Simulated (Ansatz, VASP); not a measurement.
One calculation of BP, two programs

The input INCAR:

```
SYSTEM = BP
ALGO = Normal
EDIFF = 1E-6
ENCUT = 500
GGA_COMPAT = .FALSE.
ISIF = 2
ISMEAR = 0
LASPH = .TRUE.
LCHARG = .FALSE.
LREAL = .FALSE.
LWAVE = .FALSE.
NBANDS = 11
NELM = 120
PREC = Accurate
SIGMA = 0.02
```

The input KPOINTS:

```
k-points
0
G
  10 10 10
  0 0 0
```

Contents of POSCAR:

```
BP
1.0
    0.0000000000      2.2453789957      2.2453789957
    2.2453789957      0.0000000000      2.2453789957
    2.2453789957      2.2453789957      0.0000000000
B P
1 1
Direct
    0.0000000000      0.0000000000      0.0000000000
    0.2500000000      0.2500000000      0.2500000000
```

Input for Ansatz:

```yaml
crystal:
  lattice:
    - [0.0, 2.2453789957, 2.2453789957]
    - [2.2453789957, 0.0, 2.2453789957]
    - [2.2453789957, 2.2453789957, 0.0]
  atoms:
    - { symbol: B, position: [0.0, 0.0, 0.0] }
    - { symbol: P, position: [0.25, 0.25, 0.25] }
basis:
  ecutwfc: 420
kpoints:
  mp_grid: { grid: [10, 10, 10] }
  band_path:
    path:
      - [[0.0, 0.0, 0.0], [-0.5, -0.5, 0.0], [-0.375, -0.375, 0.25]]
      - [[-0.375, 0.0, 0.375], [0.0, 0.0, 0.0], [0.0, 0.0, 0.5], [-0.5, -0.25, 0.25], [-0.5, -0.5, 0.0]]
    npoints: 10
hamiltonian:
  xc: lda
  pseudopotentials: { kind: paw, azcp: { folder: soft_1 } }
scf:
  occupations: { method: gaussian, width: 0.02 }
  n_extra_bands: 7
output:
  forces: true
  stress: true
  eigenvalues: true
```

Alike in both runs: task single point; functional LDA; k mesh 10 × 10 × 10; occupations gaussian, width 0.02 eV; no spin polarisation.

```csv
,VASP,Ansatz
version,VASP 6.6.1,Ansatz 0.2.0
potentials or method,"VASP PAW LDA potentials, release 64 (B, P), cutoff 500 eV","scalar-relativistic, plane waves, PAW"
valence electrons in the cell,8,8
```

|  | VASP | Ansatz | Ansatz less VASP |
| --- | --- | --- | --- |
| gap on the k mesh at the Fermi level (eV) | 1.15 | 1.15 | -0.001 |
| least direct gap on the mesh (eV) | 3.43 | 3.43 | -0.003 |
| pressure (GPa) | -0.1 | 0.0 | +0.12 |

Ansatz warns that its potentials were made for another functional, while VASP's fit it. LDA's correlation is that of Perdew and Zunger in VASP and of Perdew and Wang (1992) in Ansatz.
